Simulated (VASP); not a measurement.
# CaO (Fm-3m) in VASP: further runs

The runs below take CaO through single point, relaxation of cell and atoms, with PBE, BLYP+D4.

All numbers are computed with VASP 6.6.1; they aren't measurements. Logs are shortened: lines on timing, memory, paths and dates and some standing lists are left out, and cuts for length are marked.

**1. The cell of the first run**

The structure is cubic, space group Fm-3m (No. 225). The conventional cell has a = 4.807 Å, b = 4.807 Å, c = 4.807 Å, α = 90.00°, β = 90.00°, γ = 90.00°. Ca (site symmetry m-3m) has 6 O at 2.40 Å within 3.2 Å. Within 3.2 Å of O (site symmetry m-3m) lie 6 Ca at 2.40 Å.

**2. Single point, PBE**

File INCAR:

```
PREC = Accurate
ENCUT = 520
EDIFF = 1E-7
ISMEAR = 0
SIGMA = 0.019000000000000003
LREAL = F
LASPH = T
NELM = 60
ALGO = Normal
ISIF = 2
LWAVE = F
LCHARG = F
GGA = PE
NBANDS = 15
```

File KPOINTS:

```
Automatic mesh
0
Gamma
  10 10 10
```

File POSCAR:

```
CaO
1.0
    0.0000000000      2.4035556960      2.4035556960
    2.4035556960      0.0000000000      2.4035556960
    2.4035556960      2.4035556960      0.0000000000
Ca O
1 1
Direct
    0.0000000000      0.0000000000      0.0000000000
    0.5000000000      0.5000000000      0.5000000000
```

Potentials or basis: VASP PAW PBE potentials, release 64 (Ca_sv, O).

Command:

```console
> cat potpaw_PBE.64/Ca_sv/POTCAR potpaw_PBE.64/O/POTCAR > POTCAR
> mpirun -np 1 vasp_std > vasp.out
```

OUTCAR:

```text
PREC = Accurate
   ENCUT = 520
   EDIFF = 1E-7
   ISMEAR = 0
   LREAL = F
   LASPH = T
   NELM = 60
   ISIF = 2
   GGA = PE

 ion  position               nearest neighbor table
   1  0.000  0.000  0.000-   2 2.40   2 2.40   2 2.40   2 2.40   2 2.40   2 2.40
   2  0.500  0.500  0.500-   1 2.40   1 2.40   1 2.40   1 2.40   1 2.40   1 2.40

  LATTYP: Found a face centered cubic cell.
 ALAT       =     4.8071113920

  Lattice vectors:

 A1 = (   0.0000000000,   2.4035556960,   2.4035556960)
 A2 = (   2.4035556960,   0.0000000000,   2.4035556960)
 A3 = (   2.4035556960,   2.4035556960,   0.0000000000)

Analysis of symmetry for initial positions (statically):
=====================================================================
 Subroutine PRICEL returns:
 Original cell was already a primitive cell.

 Routine SETGRP: Setting up the symmetry group for a
 face centered cubic supercell.

 Subroutine GETGRP returns: Found 48 space group operations
 (whereof 48 operations were pure point group operations)
 out of a pool of 48 trial point group operations.

The static configuration has the point symmetry O_h .

Analysis of symmetry for dynamics (positions and initial velocities):
=====================================================================
 Subroutine PRICEL returns:
 Original cell was already a primitive cell.

 Routine SETGRP: Setting up the symmetry group for a
 face centered cubic supercell.

 Subroutine GETGRP returns: Found 48 space group operations
 (whereof 48 operations were pure point group operations)
 out of a pool of 48 trial point group operations.

The dynamic configuration has the point symmetry O_h .

 Subroutine INISYM returns: Found 48 space group operations
 (whereof 48 operations are pure point group operations),
 and found     1 'primitive' translations

----------------------------------------------------------------------------------------

                                     Primitive cell

  volume of cell :      27.7711

  direct lattice vectors                    reciprocal lattice vectors
     0.000000000  2.403555696  2.403555696    -0.208025136  0.208025136  0.208025136
     2.403555696  0.000000000  2.403555696     0.208025136 -0.208025136  0.208025136
     2.403555696  2.403555696  0.000000000     0.208025136  0.208025136 -0.208025136

  length of vectors
     3.399141063  3.399141063  3.399141063     0.360310104  0.360310104  0.360310104

  position of ions in fractional coordinates (direct lattice)
     0.000000000  0.000000000  0.000000000
     0.500000000  0.500000000  0.500000000
[... 89 lines left out ...]
   NUPDOWN=      -1.0000    fix difference up-down
   EMIN   =  10.00;   EMAX   =-10.00  energy-range for DOS
   EFERMI =   0.00;   METHOD = LEGACY
   ISMEAR =     0;   SIGMA  =   0.02  broadening in eV -4-tet -1-fermi 0-gaus
   EFERMI_NEDOS =   21; number of points for ismear=-14 and -15
   IALGO  =     38    algorithm
   IMIX   =      4    mixing-type and parameters
     AMIX     =   0.40;   BMIX     =  1.00
     AMIX_MAG =   1.60;   BMIX_MAG =  1.00
  volume/ion in A,a.u.               =      13.89        93.70
  Fermi-wavevector in a.u.,A,eV,Ry     =   1.362231  2.574243 25.247954  1.855672
  Thomas-Fermi vector in A             =   2.488738
   LORBIT       =      0    0 simple, 1 ext, 2 COOP (PROOUT), +10 PAW based schemes
   GGA     = PE    functional components
   LHFCALC =     F    Hartree Fock is set to
   AEXX    =    0.0000 exact exchange contribution
   IVDW    =     0    specifies the selected vdW correction
   LEPSILON=     F    determine dielectric tensor
   LRPA    =     F    only Hartree local field effects (RPA)
 non-spin polarized calculation
 Gauss-broadening in eV      SIGMA  =   0.02
  energy-cutoff  :      520.00
  volume of cell :       27.77
 maximum number of plane-waves:       763
 NGX is ok and might be reduce to    28
   NGX = 13   NGY = 13   NGZ = 13

 number of electron      15.9999997 magnetization

 Free energy of the ion-electron system (eV)
  ---------------------------------------------------
  ext. energy  EPLUGINS =         0.00000000
  ---------------------------------------------------
  free energy    TOTEN  =       -12.80137717 eV

  energy without entropy =      -12.80137717  energy(sigma->0) =      -12.80137717

 E-fermi :   2.4403     XC(G=0): -10.4734

 val. band max:        2.3469328853   @ k =   0.0000   0.0000   0.0000
 cond. band min:       5.9829681159   @ k =   0.5000   0.5000   0.0000
 fundamental gap:      3.6360352307
 Fermi energy:         2.4403413838

 k-point     1 :       0.0000    0.0000    0.0000
  band No.  band energies     occupation
      1     -35.2911      2.00000
      2     -16.0553      2.00000
      3     -16.0553      2.00000
      4     -16.0553      2.00000
      5     -13.1844      2.00000
      6       2.3469      2.00000
      7       2.3469      2.00000
      8       2.3469      2.00000
      9       7.0567      0.00000
     10       8.5718      0.00000
     11       8.5718      0.00000
     12       8.5718      0.00000
     13      10.0747      0.00000
     14      10.0747      0.00000
[... 401 lines left out ...]
      2     -16.6988      2.00000
      3     -16.2543      2.00000
      4     -16.2272      2.00000
      5     -12.6657      2.00000
      6       0.6707      2.00000
      7       1.7934      2.00000
      8       1.8934      2.00000
      9       6.6523      0.00000
     10       9.9894      0.00000
     11      11.1212      0.00000
     12      11.2060      0.00000
     13      11.3436      0.00000
     14      13.1497      0.00000
     15      17.9186      0.00000

 [... further k-points ...]

------------------------ aborting loop because EDIFF is reached ----------------------------------------

  FORCE on cell =-STRESS in cart. coord.  units (eV):
  Direction    XX          YY          ZZ          XY          YZ          ZX
  --------------------------------------------------------------------------------------
  -------------------------------------------------------------------------------------
  Total        0.3816349      0.3816349      0.3816349      0.0000000      0.0000000     -0.0000000
  in kB       22.0174021     22.0174021     22.0174021      0.0000000      0.0000000     -0.0000000
  external PRESSURE =      22.0174021 kB  Pullay stress =       0.0000000 kB

 VOLUME and BASIS-vectors are now :
 -----------------------------------------------------------------------------
  energy-cutoff  :      520.00
  volume of cell :       27.77
      direct lattice vectors                 reciprocal lattice vectors
     0.000000000  2.403555696  2.403555696    -0.208025136  0.208025136  0.208025136
     2.403555696  0.000000000  2.403555696     0.208025136 -0.208025136  0.208025136
     2.403555696  2.403555696  0.000000000     0.208025136  0.208025136 -0.208025136

 POSITION                                       TOTAL-FORCE (eV/Angst)
 -----------------------------------------------------------------------------------
      0.00000      0.00000      0.00000        -0.000000     -0.000000      0.000000
      2.40356      2.40356      2.40356         0.000000      0.000000     -0.000000
 -----------------------------------------------------------------------------------
    total drift:                                0.000000      0.000000      0.000000

  FREE ENERGIE OF THE ION-ELECTRON SYSTEM (eV)
  ---------------------------------------------------
  free  energy   TOTEN  =       -12.8013771703 eV

  energy  without entropy=      -12.8013771703  energy(sigma->0) =      -12.80137717
```

stdout:

```text
POSCAR found type information on POSCAR CaO
 POSCAR found :  2 types and       2 ions
 scaLAPACK will be used
 LDA part: xc-table for (Slater+PW92), standard interpolation
 POSCAR, INCAR and KPOINTS ok, starting setup
 FFT: planning ... GRIDC
 FFT: planning ... GRID_SOFT
 FFT: planning ... GRID
 WAVECAR not read
 entering main loop
```

It took 41 s on 1 thread of AMD EPYC 7R43 (Zen 3), shared host; peak memory 0.13 GiB.

What came out:

```yaml
Free_energy: -12.8014 eV
Pressure: 2.2 GPa
Band_gap_on_the_k_mesh: 3.64 eV, indirect (least direct gap 4.01 eV)
```

Levels at points of the mesh, in eV from the valence-band top:
```
           k point  band 5  band 6  band 7  band 8  band 9  band 10  band 11  band 12
(0.00, 0.00, 0.00)  -15.53    0.00    0.00    0.00    4.71     6.22     6.22     6.22
(0.50, 0.00, 0.00)  -14.34   -2.64   -1.20   -1.20    7.05     8.35     8.35     8.50
(0.50, 0.50, 0.00)  -15.29   -1.30   -0.37   -0.37    3.64     8.04     8.89     9.53
```

A k mesh can miss the band edges.

**3. Single point, BLYP+D4**

This run uses another cell than the first one, of 13.93 Å³/atom, 1.003 times its volume.

File INCAR:

```
SYSTEM = CaO
PREC = Accurate
ENCUT = 520
EDIFF = 1E-7
ISMEAR = -1
SIGMA = 0.05
LREAL = .False.
LASPH = .True.
NELM = 80
ALGO = Normal
ISIF = 2
LWAVE = .False.
LCHARG = .True.
GGA = B5
ALDAX = 1.0
AGGAX = 1.0
AGGAC = 1.0
ALDAC = 0.0
IVDW = 13
VDW_S6 = 1.0
VDW_S8 = 2.34076671
VDW_A1 = 0.44488865
VDW_A2 = 4.0933009
LELF = .True.
LVHAR = .True.
NBANDS = 15
```

File KPOINTS:

```
regular mesh
0
Gamma
  10 10 10
  0 0 0
```

File POSCAR:

```
CaO
1.0
    0.0000000000      2.4059647168      2.4059647168
    2.4059647168      0.0000000000      2.4059647168
    2.4059647168      2.4059647168      0.0000000000
Ca O
1 1
Direct
    0.0000000000      0.0000000000      0.0000000000
    0.5000000000      0.5000000000      0.5000000000
```

Potentials or basis: VASP PAW PBE potentials, release 64 (Ca_sv, O).

Command:

```console
> cat potpaw_PBE.64/Ca_sv/POTCAR potpaw_PBE.64/O/POTCAR > POTCAR
> mpirun -np 1 vasp_std > vasp.out
```

Wall time 54 s (1 thread of AMD EPYC 7R43 (Zen 3), shared host); peak memory 0.13 GiB.

It converged, with:

```
Free energy                : -12.8878 eV
Pressure                   : 0.6 GPa
Band gap on the k mesh     : 3.73 eV, indirect (least direct gap 4.10 eV)
Dispersion energy per atom : -0.300 eV
```

Levels at points of the mesh, in eV from the valence-band top:
| k point | band 5 | band 6 | band 7 | band 8 | band 9 | band 10 | band 11 | band 12 |
| --- | --- | --- | --- | --- | --- | --- | --- | --- |
| (0.00, 0.00, 0.00) | -15.42 | 0.00 | 0.00 | 0.00 | 4.96 | 6.16 | 6.16 | 6.16 |
| (0.50, 0.00, 0.00) | -14.27 | -2.56 | -1.19 | -1.19 | 7.04 | 8.22 | 8.22 | 8.80 |
| (0.50, 0.50, 0.00) | -15.19 | -1.25 | -0.37 | -0.37 | 3.73 | 7.96 | 8.75 | 9.35 |

Caveat: the PAW data sets were made with another functional, which shifts forces and pressure a little.

[end of part 1 of 2]
